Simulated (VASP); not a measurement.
# Te (P3_121) in VASP: notebook

Runs on Te. Level: PBE. Tasks: single point.

All numbers are computed with VASP 6.6.1; they aren't measurements. Logs are shortened: lines on timing, memory, paths and dates and some standing lists are left out, and cuts for length are marked.

### 1 The cell of the first run

The structure is trigonal, space group P3_121 (No. 152). The conventional cell has a = 4.523 Å, b = 4.523 Å, c = 6.045 Å, α = 90.00°, β = 90.00°, γ = 120.00°. Te (site symmetry 2) has 6 Te at 2.89 to 3.55 Å within 3.8 Å.

### 2 Single point, PBE

The input, INCAR:

```
SYSTEM = Te
PREC = Accurate ; ENCUT = 520
EDIFF = 1E-6 ; ISMEAR = 0
SIGMA = 0.01 ; LREAL = .False.
LASPH = .True. ; NELM = 100
ALGO = Normal ; ISIF = 2
LWAVE = .False. ; LCHARG = .False.
GGA = PE ; NBANDS = 16
```

The input, KPOINTS:

```
Automatic mesh
0
Gamma
  12 12 6
  0 0 0
```

The input, POSCAR:

```
Te
1.0
    4.5226078920      0.0000000000      0.0000000000
   -2.2613039460      3.9166933258      0.0000000000
    0.0000000000      0.0000000000      6.0448014303
Te
3
Direct
    0.7352421164      0.0000000000      0.3333333333
    0.0000000000      0.7352421164      0.6666666667
    0.2647578836      0.2647578836      0.0000000000
```

Potentials or basis: VASP PAW PBE potentials, release 64 (Te).

Run with:

```console
$ cat potpaw_PBE.64/Te/POTCAR > POTCAR
$ mpirun -np 1 vasp_std > vasp.out
```

OUTCAR:

```text
SYSTEM = Te
   PREC = Accurate
   ENCUT = 520
   EDIFF = 1E-6
   ISMEAR = 0
   LREAL = .False.
   LASPH = .True.
   NELM = 100
   ISIF = 2
   GGA = PE

 ion  position               nearest neighbor table
   1  0.735  0.000  0.333-   3 2.89   2 2.89   3 3.55   3 3.55   2 3.55   2 3.55
   2  0.000  0.735  0.667-   3 2.89   1 2.89   3 3.55   3 3.55   1 3.55   1 3.55
   3  0.265  0.265  0.000-   2 2.89   1 2.89   1 3.55   2 3.55   2 3.55   1 3.55

  LATTYP: Found a hexagonal cell.
 ALAT       =     4.5226078920
 C/A-ratio  =     1.3365742896

  Lattice vectors:

 A1 = (   4.5226078920,   0.0000000000,   0.0000000000)
 A2 = (  -2.2613039460,   3.9166933258,   0.0000000000)
 A3 = (   0.0000000000,   0.0000000000,   6.0448014303)

Analysis of symmetry for initial positions (statically):
=====================================================================
 Subroutine PRICEL returns:
 Original cell was already a primitive cell.

 Routine SETGRP: Setting up the symmetry group for a
 hexagonal supercell.

 Subroutine GETGRP returns: Found  6 space group operations
 (whereof  2 operations were pure point group operations)
 out of a pool of 24 trial point group operations.

The static configuration has the point symmetry C_2 .
 The point group associated with its full space group is D_3 .

Analysis of symmetry for dynamics (positions and initial velocities):
=====================================================================
 Subroutine PRICEL returns:
 Original cell was already a primitive cell.

 Routine SETGRP: Setting up the symmetry group for a
 hexagonal supercell.

 Subroutine GETGRP returns: Found  6 space group operations
 (whereof  2 operations were pure point group operations)
 out of a pool of 24 trial point group operations.

The dynamic configuration has the point symmetry C_2 .
 The point group associated with its full space group is D_3 .

 Subroutine INISYM returns: Found  6 space group operations
 (whereof  2 operations are pure point group operations),
 and found     1 'primitive' translations

----------------------------------------------------------------------------------------

                                     Primitive cell

  volume of cell :     107.0756

  direct lattice vectors                    reciprocal lattice vectors
     4.522607892  0.000000000  0.000000000     0.221111364  0.127658706  0.000000000
    -2.261303946  3.916693326  0.000000000     0.000000000  0.255317411  0.000000000
     0.000000000  0.000000000  6.044801430     0.000000000  0.000000000  0.165431406

  length of vectors
     4.522607892  4.522607892  6.044801430     0.255317411  0.255317411  0.165431406
[... 88 lines left out ...]
   NFREE  =      0    steps in history (QN), initial steepest desc. (CG)
   ISIF   =      2    stress and relaxation
   ISYM   =      2    0-nonsym 1-usesym 2-fastsym
   POTIM  = 0.5000    time-step for ionic-motion
   TEBEG  =    0.0;   TEEND  =   0.0 temperature during run
   PSTRESS=    0.0 pullay stress
   NELECT =      18.0000    total number of electrons
   NUPDOWN=      -1.0000    fix difference up-down
   EMIN   =  10.00;   EMAX   =-10.00  energy-range for DOS
   EFERMI =   0.00;   METHOD = LEGACY
   ISMEAR =     0;   SIGMA  =   0.01  broadening in eV -4-tet -1-fermi 0-gaus
   EFERMI_NEDOS =   21; number of points for ismear=-14 and -15
   IALGO  =     38    algorithm
   IMIX   =      4    mixing-type and parameters
     AMIX     =   0.40;   BMIX     =  1.00
     AMIX_MAG =   1.60;   BMIX_MAG =  1.00
  volume/ion in A,a.u.               =      35.69       240.86
  Fermi-wavevector in a.u.,A,eV,Ry     =   0.903515  1.707396 11.106977  0.816340
  Thomas-Fermi vector in A             =   2.026850
   LORBIT       =      0    0 simple, 1 ext, 2 COOP (PROOUT), +10 PAW based schemes
   GGA     = PE    functional components
   LHFCALC =     F    Hartree Fock is set to
   AEXX    =    0.0000 exact exchange contribution
   IVDW    =     0    specifies the selected vdW correction
   LEPSILON=     F    determine dielectric tensor
   LRPA    =     F    only Hartree local field effects (RPA)
 non-spin polarized calculation
 Gauss-broadening in eV      SIGMA  =   0.01
  energy-cutoff  :      520.00
  volume of cell :      107.08
 maximum number of plane-waves:      2920
 NGX is ok and might be reduce to    36
   NGX = 17   NGY = 17   NGZ = 23

 number of electron      18.0000002 magnetization

 Free energy of the ion-electron system (eV)
  ---------------------------------------------------
  ext. energy  EPLUGINS =         0.00000000
  ---------------------------------------------------
  free energy    TOTEN  =        -9.42678953 eV

  energy without entropy =       -9.42678953  energy(sigma->0) =       -9.42678953

 E-fermi :   5.3814     XC(G=0):  -8.8477

 val. band max:        5.2792061434   @ k =   0.3333   0.3333   0.5000
 cond. band min:       5.4256147221   @ k =   0.3333   0.3333   0.5000
 fundamental gap:      0.1464085786
 Fermi energy:         5.3814209811

 k-point     1 :       0.0000    0.0000    0.0000
  band No.  band energies     occupation
      1      -7.9572      2.00000
      2      -4.8787      2.00000
      3      -4.8787      2.00000
      4       2.4452      2.00000
      5       2.6271      2.00000
      6       2.6271      2.00000
[... 433 lines left out ...]
      3      -4.1569      2.00000
      4       1.5162      2.00000
      5       2.1947      2.00000
      6       2.5172      2.00000
[... 8 lines left out ...]
     15      11.1933      0.00000
     16      11.6108      0.00000

 [... further k-points ...]

------------------------ aborting loop because EDIFF is reached ----------------------------------------

  FORCE on cell =-STRESS in cart. coord.  units (eV):
  Direction    XX          YY          ZZ          XY          YZ          ZX
  --------------------------------------------------------------------------------------
  -------------------------------------------------------------------------------------
  Total       -0.2040534     -0.2040534     -0.6424405      0.0000000     -0.0000000      0.0000000
  in kB       -3.0532605     -3.0532605     -9.6128674      0.0000000     -0.0000000      0.0000000
  external PRESSURE =      -5.2397961 kB  Pullay stress =       0.0000000 kB

 VOLUME and BASIS-vectors are now :
 -----------------------------------------------------------------------------
  energy-cutoff  :      520.00
  volume of cell :      107.08
      direct lattice vectors                 reciprocal lattice vectors
     4.522607892  0.000000000  0.000000000     0.221111364  0.127658706  0.000000000
    -2.261303946  3.916693326  0.000000000     0.000000000  0.255317411  0.000000000
     0.000000000  0.000000000  6.044801430     0.000000000  0.000000000  0.165431406

 POSITION                                       TOTAL-FORCE (eV/Angst)
 -----------------------------------------------------------------------------------
      3.32521      0.00000      2.01493        -0.003466      0.000000     -0.000000
     -1.66261      2.87972      4.02987         0.001733     -0.003002     -0.000000
      0.59870      1.03698      0.00000         0.001733      0.003002      0.000000
 -----------------------------------------------------------------------------------
    total drift:                               -0.000000      0.000000      0.000000

  FREE ENERGIE OF THE ION-ELECTRON SYSTEM (eV)
  ---------------------------------------------------
  free  energy   TOTEN  =        -9.4267895269 eV

  energy  without entropy=       -9.4267895269  energy(sigma->0) =       -9.42678953
```

OSZICAR:

```text
N       E                     dE             d eps       ncg     rms          rms(c)
DAV:   1     0.734162223343E+02    0.73416E+02   -0.64166E+03  3200   0.892E+02
DAV:   2    -0.465513728261E+01   -0.78071E+02   -0.74206E+02  4288   0.133E+02
DAV:   3    -0.935894431633E+01   -0.47038E+01   -0.46868E+01  3832   0.371E+01
DAV:   4    -0.944690945364E+01   -0.87965E-01   -0.87956E-01  5008   0.581E+00
DAV:   5    -0.944810446633E+01   -0.11950E-02   -0.11950E-02  4144   0.579E-01    0.111E+01
DAV:   6    -0.943017374510E+01    0.17931E-01   -0.18814E-02  4176   0.807E-01    0.710E+00
DAV:   7    -0.942751118232E+01    0.26626E-02   -0.42494E-02  3880   0.122E+00    0.304E-01
DAV:   8    -0.942672334138E+01    0.78784E-03   -0.77369E-03  3744   0.476E-01    0.155E-01
DAV:   9    -0.942675742019E+01   -0.34079E-04   -0.22007E-04  4760   0.948E-02    0.105E-01
DAV:  10    -0.942679255693E+01   -0.35137E-04   -0.49975E-05  4032   0.440E-02    0.190E-02
DAV:  11    -0.942678915551E+01    0.34014E-05   -0.11960E-05  4264   0.204E-02    0.627E-03
DAV:  12    -0.942678952689E+01   -0.37138E-06   -0.10296E-06  3240   0.609E-03
   1 F= -.94267895E+01 E0= -.94267895E+01  d E =-.430322E-13
```

stdout:

```text
POSCAR found type information on POSCAR Te
 POSCAR found :  1 types and       3 ions
 scaLAPACK will be used
 LDA part: xc-table for (Slater+PW92), standard interpolation
 POSCAR, INCAR and KPOINTS ok, starting setup
 FFT: planning ... GRIDC
 FFT: planning ... GRID_SOFT
 FFT: planning ... GRID
 WAVECAR not read
 entering main loop
```

Run time: 2.2 min. Hardware: 1 thread of Intel Xeon 6975P-C, shared host; peak memory 0.32 GiB.

Results:

```yaml
Free_energy: -9.4268 eV
Pressure: -0.5 GPa
Largest_force: 0.003 eV/Å
Band_gap_on_the_k_mesh: 0.15 eV, direct
```

Forces in eV/Å, atoms in the order of the input:
```
Te  -0.003  0.000  0.000
Te   0.002 -0.003  0.000
Te   0.002  0.003  0.000
```

Caveat: spin-orbit coupling is left out, which moves the levels of the heavy elements. A k mesh can miss the band edges.

### 3 Single point, PBE (strain along c alone, the other axes held: +3.0 %, then relaxed in part)

The input, INCAR:

```
SYSTEM = Te
  PREC = Accurate
  ENCUT = 520
  EDIFF = 1E-7
  ISMEAR = 0
  SIGMA = 0.01
  LREAL = .FALSE.
  LASPH = .TRUE.
  NELM = 100
  ALGO = Normal
  ISIF = 2
  LWAVE = .FALSE.
  LCHARG = .FALSE.
  GGA = PE
  NBANDS = 16
```

The input, KPOINTS:

```
regular mesh
0
G
  12 12 6
  0 0 0
```

The input, POSCAR:

```
Te
1.0
    4.5226078920      0.0000000000      0.0000000000
   -2.2613039460      3.9166933258      0.0000000000
    0.0000000000      0.0000000000      6.1341334711
Te
3
Direct
    0.7386266248      0.0000000000      0.3333333333
    0.0000000000      0.7386266248      0.6666666667
    0.2613733752      0.2613733752      0.0000000000
```

Potentials or basis: VASP PAW PBE potentials, release 64 (Te).

Run with:

```console
$ cat potpaw_PBE.64/Te/POTCAR > POTCAR
$ mpirun -np 1 vasp_std > vasp.out
```

Wall time 2.3 min (1 thread of Intel Xeon 6975P-C, shared host); peak memory 0.32 GiB.

The run converged. Its results:

* Free energy: -9.4128 eV
* Pressure: -1.0 GPa
* Largest force: 0.003 eV/Å
* Band gap on the k mesh: 0.07 eV, direct

Forces on the atoms (eV/Å):
```
Te  -0.003  0.000  0.000
Te   0.002 -0.003  0.000
Te   0.002  0.003  0.000
```

Stress tensor (GPa, compression positive):
```
-0.53  0.00  0.00
 0.00 -0.53  0.00
 0.00  0.00 -1.84
```

Levels at points of the mesh, in eV from the valence-band top:
```tsv
k point	band 6	band 7	band 8	band 9	band 10	band 11	band 12	band 13
(0.00, 0.00, 0.00)	-2.60	-1.38	-1.38	-0.52	1.01	1.01	1.77	5.11
(0.50, 0.00, 0.00)	-3.14	-3.12	-0.96	-0.72	0.96	1.11	3.37	3.44
(0.00, 0.00, 0.50)	-2.34	-1.12	-0.84	-0.84	0.65	0.76	0.76	4.26
(0.50, 0.00, 0.50)	-3.34	-2.07	-1.77	-0.23	0.74	1.84	2.51	4.68
```

Caveat: the cell differs from its parent crystal (strain along c alone, the other axes held: +3.0 %, then relaxed in part); spin-orbit coupling is left out, which moves the levels of the heavy elements.

### 4 Single point, PBE

This run uses another cell than the first one, of 36.22 Å³/atom, 1.015 times its volume.

The input, INCAR:

```
  PREC = Accurate
  ENCUT = 520
  EDIFF = 1E-7
  ISMEAR = 0
  SIGMA = 0.01
  LREAL = F
  LASPH = T
  NELM = 100
  ALGO = Normal
  ISIF = 2
  LWAVE = F
  LCHARG = F
  GGA = PE
  NBANDS = 16
```

The input, KPOINTS:

```
regular mesh
0
Gamma
  12 12 6
```

POSCAR is that of step 3.

Run with:

```console
$ cat potpaw_PBE.64/Te/POTCAR > POTCAR
$ mpirun -np 1 vasp_std > vasp.out
```

It took 2 min on 1 thread of Intel Xeon 6975P-C, shared host; peak memory 0.32 GiB.

It converged, with:

```
Free energy            : -9.4128 eV
Pressure               : -1.0 GPa
Largest force          : 0.003 eV/Å
Band gap on the k mesh : 0.07 eV, direct
```

Forces on the atoms (eV/Å):
```
Te  -0.003  0.000  0.000
Te   0.002 -0.003  0.000
Te   0.002  0.003  0.000
```

Stress tensor (GPa, compression positive):
```
-0.53  0.00  0.00
 0.00 -0.53  0.00
 0.00  0.00 -1.84
```

Levels at points of the mesh, in eV from the valence-band top:
```csv
k point,band 5,band 6,band 7,band 8,band 9,band 10,band 11,band 12,band 13,band 14
"(0.00, 0.00, 0.00)",-2.60,-2.60,-1.38,-1.38,-0.52,1.01,1.01,1.77,5.11,5.11
"(0.50, 0.00, 0.00)",-4.05,-3.14,-3.12,-0.96,-0.72,0.96,1.11,3.37,3.44,7.33
"(0.00, 0.00, 0.50)",-2.34,-2.34,-1.12,-0.84,-0.84,0.65,0.76,0.76,4.26,5.62
"(0.50, 0.00, 0.50)",-3.41,-3.34,-2.07,-1.77,-0.23,0.74,1.84,2.51,4.68,5.43
```

Caveat: spin-orbit coupling is left out, which moves the levels of the heavy elements.
